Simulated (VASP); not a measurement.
Here is a VASP 6.6.1 calculation.

Contents of POSCAR:

```
Cu3N
1.0
    3.7893700857      0.0000000000      0.0000000000
    0.0000000000      3.7893700857      0.0000000000
    0.0000000000      0.0000000000      3.7893700857
Cu N
3 1
Direct
    0.5000000000      0.0000000000      0.0000000000
    0.0000000000      0.5000000000      0.0000000000
    0.0000000000      0.0000000000      0.5000000000
    0.0000000000      0.0000000000      0.0000000000
```

File INCAR.step1:

```
SYSTEM = Cu3N
PREC = Accurate
ENCUT = 520
EDIFF = 1E-5
ISMEAR = 0
SIGMA = 0.01
LREAL = .False.
LASPH = .True.
NELM = 120
ALGO = Normal
ISIF = 2
LWAVE = .True.
LCHARG = .False.
GGA = PE
NBANDS = 27
GGA_COMPAT = .False.
```

INCAR.step2

```
SYSTEM = Cu3N
PREC = Accurate
ENCUT = 520
EDIFF = 1E-6
ISMEAR = 0
SIGMA = 0.01
LREAL = .False.
LASPH = .True.
NELM = 120
ALGO = Normal
ISIF = 2
LWAVE = .False.
LCHARG = .False.
GGA = PE
LHFCALC = .True.
AEXX = 0.25
PRECFOCK = Normal
ISTART = 1
NBANDS = 27
GGA_COMPAT = .False.
```

KPOINTS

```
Automatic mesh
0
Gamma
  4 4 4
  0 0 0
```

Potentials or basis: VASP PAW PBE potentials, release 64 (Cu, N).

Command:

```bash
$ cat potpaw_PBE.64/Cu/POTCAR potpaw_PBE.64/N/POTCAR > POTCAR
$ cp INCAR.step1 INCAR
$ mpirun -np 1 vasp_std > vasp.out
$ cp INCAR.step2 INCAR
$ mpirun -np 1 vasp_std > vasp.out
```

Problem. What does it give for the band gap on the k mesh?

Solution. 1.60 eV (least direct gap 2.35 eV).

Problem. What does it give for the pressure?

Solution. 3.6 GPa.

Caveat: the cell stands under pressure; the PAW data sets were made with another functional, which shifts forces and pressure a little. A k mesh can miss the band edges.
